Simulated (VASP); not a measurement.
# PtSe2 (Sudovikovite) (P-3m1) in VASP: further runs

PtSe2 (Sudovikovite) is run at these levels: PBE, RPBE, BLYP+D4; tasks: single point.

Everything below comes from runs of VASP 6.6.1. Logs are shortened: lines on timing, memory, paths and dates and some standing lists are left out, and cuts for length are marked.

**1. The cell of the first run**

It takes space group P-3m1 (No. 164, trigonal). The conventional cell has a = 3.724 Å, b = 3.724 Å, c = 5.062 Å, α = 90.00°, β = 90.00°, γ = 120.00°. Pt (site symmetry -3m) has 6 Se at 2.49 Å within 3.3 Å. Within 3.3 Å of Se (site symmetry 3m) lie 3 Pt at 2.49 Å.

**2. Single point, PBE**

The input, INCAR:

```
SYSTEM = PtSe2
ALGO = Normal
EDIFF = 1E-6
ENCUT = 520
GGA = PE
ISIF = 2
ISMEAR = -1
LASPH = .TRUE.
LCHARG = .TRUE.
LELF = .TRUE.
LREAL = .FALSE.
LVHAR = .TRUE.
LWAVE = .FALSE.
NBANDS = 18
NELM = 60
PREC = Accurate
SIGMA = 0.05
```

The input, KPOINTS:

```
k-points
0
G
  5 5 3
  0 0 0
```

The input, POSCAR:

```
PtSe2
1.0
    3.7240000000      0.0000000000      0.0000000000
   -1.8620000000      3.2250786037      0.0000000000
    0.0000000000      0.0000000000      5.0620000000
Pt Se
1 2
Direct
    0.0000000000      0.0000000000      0.0000000000
    0.6666666667      0.3333333333      0.7500000000
    0.3333333333      0.6666666667      0.2500000000
```

Potentials or basis: VASP PAW PBE potentials, release 64 (Pt, Se).

On the command line:

```
cat potpaw_PBE.64/Pt/POTCAR potpaw_PBE.64/Se/POTCAR > POTCAR
mpirun -np 1 vasp_std > vasp.out
```

OUTCAR:

```text
SYSTEM = PtSe2
   EDIFF = 1E-6
   ENCUT = 520
   GGA = PE
   ISIF = 2
   ISMEAR = -1
   LASPH = .TRUE.
   LREAL = .FALSE.
   NELM = 60
   PREC = Accurate

 ion  position               nearest neighbor table
   1  0.000  0.000  0.000-   2 2.49   3 2.49   2 2.49   3 2.49   2 2.49   3 2.49
   2  0.667  0.333  0.750-   1 2.49   1 2.49   1 2.49
   3  0.333  0.667  0.250-   1 2.49   1 2.49   1 2.49

  LATTYP: Found a hexagonal cell.
 ALAT       =     3.7240000000
 C/A-ratio  =     1.3592910849

  Lattice vectors:

 A1 = (   3.7240000000,   0.0000000000,   0.0000000000)
 A2 = (  -1.8620000000,   3.2250786037,   0.0000000000)
 A3 = (   0.0000000000,   0.0000000000,   5.0620000000)

Analysis of symmetry for initial positions (statically):
=====================================================================
 Subroutine PRICEL returns:
 Original cell was already a primitive cell.

 Routine SETGRP: Setting up the symmetry group for a
 hexagonal supercell.

 Subroutine GETGRP returns: Found 12 space group operations
 (whereof 12 operations were pure point group operations)
 out of a pool of 24 trial point group operations.

The static configuration has the point symmetry D_3d.

Analysis of symmetry for dynamics (positions and initial velocities):
=====================================================================
 Subroutine PRICEL returns:
 Original cell was already a primitive cell.

 Routine SETGRP: Setting up the symmetry group for a
 hexagonal supercell.

 Subroutine GETGRP returns: Found 12 space group operations
 (whereof 12 operations were pure point group operations)
 out of a pool of 24 trial point group operations.

The dynamic configuration has the point symmetry D_3d.

 Subroutine INISYM returns: Found 12 space group operations
 (whereof 12 operations are pure point group operations),
 and found     1 'primitive' translations

----------------------------------------------------------------------------------------

                                     Primitive cell

  volume of cell :      60.7956

  direct lattice vectors                    reciprocal lattice vectors
     3.724000000  0.000000000  0.000000000     0.268528464  0.155034981  0.000000000
    -1.862000000  3.225078604  0.000000000     0.000000000  0.310069962  0.000000000
     0.000000000  0.000000000  5.062000000     0.000000000  0.000000000  0.197550375

  length of vectors
     3.724000000  3.724000000  5.062000000     0.310069962  0.310069962  0.197550375

  position of ions in fractional coordinates (direct lattice)
     0.000000000  0.000000000  0.000000000
     0.666666667  0.333333333  0.750000000
     0.333333333  0.666666667  0.250000000

  ion indices of the primitive-cell ions
   primitive index   ion index
                 1           1
                 2           2
                 3           3

----------------------------------------------------------------------------------------

 KPOINTS: k-points

Automatic generation of k-mesh.
 Grid dimensions read from file:
 generate k-points for:    5    5    3

 Generating k-lattice:

  Cartesian coordinates                     Fractional coordinates (reciprocal lattice)
     0.053705693  0.031006996  0.000000000     0.200000000  0.000000000  0.000000000
     0.000000000  0.062013992  0.000000000     0.000000000  0.200000000  0.000000000
     0.000000000  0.000000000  0.065850125     0.000000000  0.000000000  0.333333333

  Length of vectors
     0.062013992  0.062013992  0.065850125

  Shift w.r.t. Gamma in fractional coordinates (k-lattice)
     0.000000000  0.000000000  0.000000000

 Subroutine IBZKPT returns following result:
 ===========================================

 Found     12 irreducible k-points:

 Following reciprocal coordinates:
            Coordinates               Weight
  0.000000  0.000000  0.000000      1.000000
  0.200000  0.000000  0.000000      6.000000
  0.400000 -0.000000  0.000000      6.000000
  0.200000  0.200000  0.000000      6.000000
  0.400000  0.200000  0.000000      6.000000
  0.000000  0.000000  0.333333      2.000000
  0.200000  0.000000  0.333333      6.000000
  0.000000  0.200000  0.333333      6.000000
  0.400000 -0.000000  0.333333      6.000000
  0.000000  0.400000  0.333333      6.000000
  0.200000  0.200000  0.333333     12.000000
  0.400000  0.200000  0.333333     12.000000
   k-points           NKPTS =     12   k-points in BZ     NKDIM =     12   number of bands    NBANDS=     18
   number of dos      NEDOS =    301   number of ions     NIONS =      3
   total plane-waves  NPLWV =  31360
   dimension x,y,z NGX =    28 NGY =   28 NGZ =   40
   dimension x,y,z NGXF=    56 NGYF=   56 NGZF=   80
   ions per type =               1   2
   NGX,Y,Z   is equivalent  to a cutoff of  12.50, 12.50, 13.14 a.u.
   NGXF,Y,Z  is equivalent  to a cutoff of  25.00, 25.00, 26.27 a.u.
 SYSTEM =  PtSe2
   PREC   = accura    normal or accurate (medium, high low for compatibility)
   ISTART =      0    job   : 0-new  1-cont  2-samecut
   ICHARG =      2    charge: 1-file 2-atom 10-const
   ISPIN  =      1    spin polarized calculation?
   LNONCOLLINEAR =      F non collinear calculations
   LSORBIT =      F    spin-orbit coupling
   LASPH  =      T    aspherical Exc in radial PAW
   ENCUT  =  520.0 eV  38.22 Ry    6.18 a.u.   6.92  6.92  9.41*2*pi/ulx,y,z
   NELM   =     60;   NELMIN=  2; NELMDL= -5     # of ELM steps
   EDIFF  = 0.1E-05   stopping-criterion for ELM
   LREAL  =      F    real-space projection
   EDIFFG = 0.1E-04   stopping-criterion for IOM
   NSW    =      0    number of steps for IOM
   IBRION =     -1    ionic relax: 0-MD 1-quasi-New 2-CG
   NFREE  =      0    steps in history (QN), initial steepest desc. (CG)
   ISIF   =      2    stress and relaxation
   ISYM   =      2    0-nonsym 1-usesym 2-fastsym
   POTIM  = 0.5000    time-step for ionic-motion
   TEBEG  =    0.0;   TEEND  =   0.0 temperature during run
   PSTRESS=    0.0 pullay stress
   NELECT =      22.0000    total number of electrons
   NUPDOWN=      -1.0000    fix difference up-down
   EMIN   =  10.00;   EMAX   =-10.00  energy-range for DOS
   EFERMI =   0.00;   METHOD = LEGACY
   ISMEAR =    -1;   SIGMA  =   0.05  broadening in eV -4-tet -1-fermi 0-gaus
   EFERMI_NEDOS =   21; number of points for ismear=-14 and -15
   IALGO  =     38    algorithm
   IMIX   =      4    mixing-type and parameters
     AMIX     =   0.40;   BMIX     =  1.00
     AMIX_MAG =   1.60;   BMIX_MAG =  1.00
  volume/ion in A,a.u.               =      20.27       136.76
  Fermi-wavevector in a.u.,A,eV,Ry     =   1.166608  2.204570 18.517184  1.360975
  Thomas-Fermi vector in A             =   2.303119
   LORBIT       =      0    0 simple, 1 ext, 2 COOP (PROOUT), +10 PAW based schemes
   GGA     = PE    functional components
   LHFCALC =     F    Hartree Fock is set to
   AEXX    =    0.0000 exact exchange contribution
   IVDW    =     0    specifies the selected vdW correction
   LEPSILON=     F    determine dielectric tensor
   LRPA    =     F    only Hartree local field effects (RPA)
 non-spin polarized calculation
  energy-cutoff  :      520.00
  volume of cell :       60.80
 maximum number of plane-waves:      1649
 NGX is ok and might be reduce to    28
   NGX = 13   NGY = 13   NGZ = 19

 number of electron      21.9999999 magnetization

 Free energy of the ion-electron system (eV)
  ---------------------------------------------------
  ext. energy  EPLUGINS =         0.00000000
  ---------------------------------------------------
  free energy    TOTEN  =       -14.21026956 eV

  energy without entropy =      -14.20607691  energy(sigma->0) =      -14.20817323

 E-fermi :   6.7166     XC(G=0): -10.6355

 val. band max:        6.1894350364   @ k =   0.0000   0.2000   0.3333
 cond. band min:       6.8030324136   @ k =   0.4000   0.2000   0.0000
 fundamental gap:      0.6135973773
 Fermi energy:         6.7165719292

 k-point     1 :       0.0000    0.0000    0.0000
  band No.  band energies     occupation
      1      -9.1833      2.00000
      2      -6.3630      2.00000
      3      -0.6654      2.00000
      4       0.0517      2.00000
      5       0.0517      2.00000
      6       2.5145      2.00000
[... 10 lines left out ...]
     17      13.8145      0.00000
     18      18.3474      0.00000

 k-point     2 :       0.2000    0.0000    0.0000
  band No.  band energies     occupation
      1      -8.7503      2.00000
      2      -6.5498      2.00000
      3      -0.1681      2.00000
      4       0.3169      2.00000
      5       0.3733      2.00000
      6       1.7557      2.00000
[... 10 lines left out ...]
     17      14.8903      0.00000
     18      15.2086      0.00000

 k-point     3 :       0.4000   -0.0000    0.0000
  band No.  band energies     occupation
      1      -7.7509      2.00000
      2      -6.9745      2.00000
      3      -0.4801      2.00000
      4       0.6830      2.00000
      5       0.9987      2.00000
      6       1.6916      2.00000
[... 10 lines left out ...]
     17      14.0723      0.00000
     18      16.4563      0.00000

 k-point     4 :       0.2000    0.2000    0.0000
  band No.  band energies     occupation
      1      -8.0300      2.00000
      2      -6.8158      2.00000
      3       0.3308      2.00000
      4       0.5035      2.00000
      5       0.6734      2.00000
      6       1.1174      2.00000
[... 10 lines left out ...]
     17      15.1522      0.00000
     18      15.2415      0.00000

 k-point     5 :       0.4000    0.2000    0.0000
  band No.  band energies     occupation
      1      -7.2781      2.00000
      2      -7.1632      2.00000
      3      -0.5661      2.00000
      4       0.4525      2.00000
      5       0.9883      2.00000
      6       1.5765      2.00000
[... 10 lines left out ...]
     17      15.8296      0.00000
     18      16.5224      0.00000

 k-point     6 :       0.0000    0.0000    0.3333
  band No.  band energies     occupation
      1      -8.8121      2.00000
      2      -7.1429      2.00000
      3       0.0913      2.00000
      4       0.0913      2.00000
      5       0.5446      2.00000
      6       2.4909      2.00000
[... 10 lines left out ...]
     17      13.4582      0.00000
     18      16.2260      0.00000

 k-point     7 :       0.2000    0.0000    0.3333
  band No.  band energies     occupation
      1      -8.3893      2.00000
      2      -7.1523      2.00000
      3      -0.1861      2.00000
      4       0.3702      2.00000
      5       0.9753      2.00000
      6       1.8588      2.00000
[... 10 lines left out ...]
     17      14.4076      0.00000
     18      15.2550      0.00000

 k-point     8 :       0.0000    0.2000    0.3333
  band No.  band energies     occupation
      1      -8.4173      2.00000
      2      -7.0984      2.00000
      3      -0.2761      2.00000
      4       0.2844      2.00000
      5       0.9415      2.00000
      6       1.6855      2.00000
[... 10 lines left out ...]
     17      15.2836      0.00000
     18      15.6669      0.00000

 k-point     9 :       0.4000   -0.0000    0.3333
  band No.  band energies     occupation
      1      -7.4269      2.00000
      2      -7.2885      2.00000
      3      -0.6295      2.00000
      4       0.5895      2.00000
      5       0.6636      2.00000
      6       1.7026      2.00000
[... 10 lines left out ...]
     17      15.8023      0.00000
     18      15.9534      0.00000

 k-point    10 :       0.0000    0.4000    0.3333
  band No.  band energies     occupation
      1      -7.6775      2.00000
      2      -6.9730      2.00000
      3      -0.9039      2.00000
      4       0.3223      2.00000
      5       0.5192      2.00000
      6       2.0742      2.00000
[... 10 lines left out ...]
     17      15.8551      0.00000
     18      16.6475      0.00000

 k-point    11 :       0.2000    0.2000    0.3333
  band No.  band energies     occupation
      1      -7.7645      2.00000
      2      -7.1111      2.00000
      3      -0.1238      2.00000
      4       0.0213      2.00000
      5       0.9343      2.00000
      6       1.5281      2.00000
[... 10 lines left out ...]
     17      14.5906      0.00000
     18      16.0966      0.00000

 k-point    12 :       0.4000    0.2000    0.3333
  band No.  band energies     occupation
      1      -7.2930      2.00000
      2      -7.0912      2.00000
      3      -0.6282      2.00000
      4       0.2191      2.00000
      5       0.9958      2.00000
      6       1.5637      2.00000
[... 10 lines left out ...]
     17      15.0048      0.00000
     18      16.0677      0.00000

------------------------ aborting loop because EDIFF is reached ----------------------------------------

  FORCE on cell =-STRESS in cart. coord.  units (eV):
  Direction    XX          YY          ZZ          XY          YZ          ZX
  --------------------------------------------------------------------------------------
  -------------------------------------------------------------------------------------
  Total        3.0681269      3.0681269      2.0719092      0.0000000      0.0000000      0.0000000
  in kB       80.8559119     80.8559119     54.6020808      0.0000000      0.0000000      0.0000000
  external PRESSURE =      72.1046349 kB  Pullay stress =       0.0000000 kB

 VOLUME and BASIS-vectors are now :
 -----------------------------------------------------------------------------
  energy-cutoff  :      520.00
  volume of cell :       60.80
      direct lattice vectors                 reciprocal lattice vectors
     3.724000000  0.000000000  0.000000000     0.268528464  0.155034981  0.000000000
    -1.862000000  3.225078604  0.000000000     0.000000000  0.310069962  0.000000000
     0.000000000  0.000000000  5.062000000     0.000000000  0.000000000  0.197550375

 POSITION                                       TOTAL-FORCE (eV/Angst)
 -----------------------------------------------------------------------------------
      0.00000      0.00000      0.00000         0.000000      0.000000      0.000000
      1.86200      1.07503      3.79650         0.000000      0.000000     -0.521081
     -0.00000      2.15005      1.26550        -0.000000     -0.000000      0.521081
 -----------------------------------------------------------------------------------
    total drift:                               -0.000000     -0.000000     -0.000000

  FREE ENERGIE OF THE ION-ELECTRON SYSTEM (eV)
  ---------------------------------------------------
  free  energy   TOTEN  =       -14.2102695559 eV

  energy  without entropy=      -14.2060769079  energy(sigma->0) =      -14.20817323
```

It took 6.8 s on 1 thread of Intel Xeon 6975P-C (Granite Rapids), shared host; peak memory 0.17 GiB.

Results:

```yaml
Free_energy: -14.2103 eV
Pressure: 7.2 GPa
Largest_force: 0.521 eV/Å
Band_gap_on_the_k_mesh: zero (band 11 reaches 6.94 eV, above the bottom of band 12 at 6.80 eV)
```

Forces in eV/Å, atoms in the order of the input:
```
Pt   0.000  0.000  0.000
Se   0.000  0.000 -0.521
Se   0.000  0.000  0.521
```

Stress tensor (GPa, compression positive):
```
8.09 0.00 0.00
0.00 8.09 0.00
0.00 0.00 5.46
```

Caveat: the k points lie up to 0.41 Å⁻¹ apart; spin-orbit coupling is left out, which moves the levels of the heavy elements.

**3. Single point, RPBE**

This run uses another cell than the first one, of 19.05 Å³/atom, 0.940 times its volume.

The input, INCAR:

```
PREC = Accurate
ENCUT = 520
EDIFF = 1E-6
ISMEAR = -1
SIGMA = 0.05
LREAL = False
LASPH = True
NELM = 60
ALGO = Normal
ISIF = 2
LWAVE = False
LCHARG = False
GGA = RP
NBANDS = 18
```

The input, KPOINTS:

```
regular mesh
0
Gamma
  8 8 5
```

The input, POSCAR:

```
PtSe2
1.0
    3.6479786689      0.0000000000      0.0000000000
   -1.8239893344      3.1592421997      0.0000000000
    0.0000000000      0.0000000000      4.9586648823
Pt Se
1 2
Direct
    0.0000000000      0.0000000000      0.0000000000
    0.6666666667      0.3333333333      0.7500000000
    0.3333333333      0.6666666667      0.2500000000
```

Potentials or basis: VASP PAW PBE potentials, release 64 (Pt, Se).

On the command line:

```
cat potpaw_PBE.64/Pt/POTCAR potpaw_PBE.64/Se/POTCAR > POTCAR
mpirun -np 1 vasp_std > vasp.out
```

Wall time 18 s (1 thread of Intel Xeon 6975P-C (Granite Rapids), shared host); peak memory 0.19 GiB.

Results (log left out):

```
Free energy            : -12.4364 eV
Pressure               : 20.4 GPa
Largest force          : 1.536 eV/Å
Band gap on the k mesh : zero (band 11 reaches 7.94 eV, above the bottom of band 12 at 7.67 eV)
```

Forces in eV/Å, atoms in the order of the input:
```
Pt   0.000  0.000  0.000
Se   0.000  0.000 -1.536
Se   0.000  0.000  1.536
```

Stress tensor (GPa, compression positive):
```
22.24  0.00  0.00
 0.00 22.24  0.00
 0.00  0.00 16.63
```

Levels at points of the mesh, in eV from the Fermi level:
```tsv
k point	band 9	band 10	band 11	band 12	band 13	band 14
(0.00, 0.00, 0.00)	-1.24	-1.24	0.33	1.47	1.47	3.43
(0.50, 0.00, 0.00)	-3.94	-3.84	-3.23	0.63	2.49	4.90
```

Caveat: the PAW data sets were made with another functional, which shifts forces and pressure a little; spin-orbit coupling is left out, which moves the levels of the heavy elements.

(Part 1 of 2 ends here.)
